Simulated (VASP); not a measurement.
## TiO2: single point with r2SCAN

The system is TiO2.

```xyz
6
Lattice="4.5969 0.0000 0.0000 0.0000 4.5969 0.0000 0.0000 0.0000 2.9535" Properties=species:S:1:pos:R:3 pbc="T T T"
Ti    0.0000    0.0000    0.0000
Ti    2.2984    2.2984    1.4767
O     1.4004    1.4004    0.0000
O     0.8980    3.6988    1.4767
O     3.6988    0.8980    1.4767
O     3.1965    3.1965    0.0000
```

```yaml
Program: VASP 6.6.1
Task: single point
Functional: r2SCAN
Potentials_or_basis: VASP PAW PBE potentials, release 64 (Ti_sv, O)
Cutoff: 520 eV
k_mesh: 4 × 4 × 6
Occupations: gaussian, width 0.01 eV
Spin: no spin polarisation
```

* Pressure: 1.3 GPa
* Largest force: 0.038 eV/Å
* Band gap on the k mesh: 2.23 eV

Forces on the atoms (eV/Å):
```
Ti   0.000  0.000  0.000
Ti   0.000  0.000  0.000
O   -0.027 -0.027  0.000
O    0.027 -0.027  0.000
O   -0.027  0.027  0.000
O    0.027  0.027  0.000
```

Stress tensor (GPa, compression positive):
```
1.05 0.00 0.00
0.00 1.05 0.00
0.00 0.00 1.80
```

Levels at points of the mesh, in eV from the valence-band top:
```tsv
k point	band 21	band 22	band 23	band 24	band 25	band 26	band 27	band 28
(0.00, 0.00, 0.00)	-0.76	-0.49	-0.49	0.00	2.23	2.55	2.79	2.88
(0.50, 0.00, 0.00)	-1.70	-1.70	-0.77	-0.77	2.92	2.92	3.41	3.41
(0.50, 0.50, 0.00)	-1.38	-1.38	-1.13	-1.13	2.27	2.27	2.90	2.90
(0.00, 0.00, 0.50)	-2.40	-2.40	-1.48	-1.48	3.33	3.33	3.59	3.59
(0.50, 0.00, 0.50)	-2.08	-2.08	-1.09	-1.09	2.29	2.29	3.62	3.62
(0.50, 0.50, 0.50)	-1.32	-1.32	-0.72	-0.72	2.97	2.97	3.60	3.60
```

It took 2.8 min on 1 thread of AMD EPYC 7R13 Processor (Zen 3), on a shared host, peak memory 0.16 GiB.

Caveat: the PAW data sets were made with another functional, which shifts forces and pressure a little. A k mesh can miss the band edges.
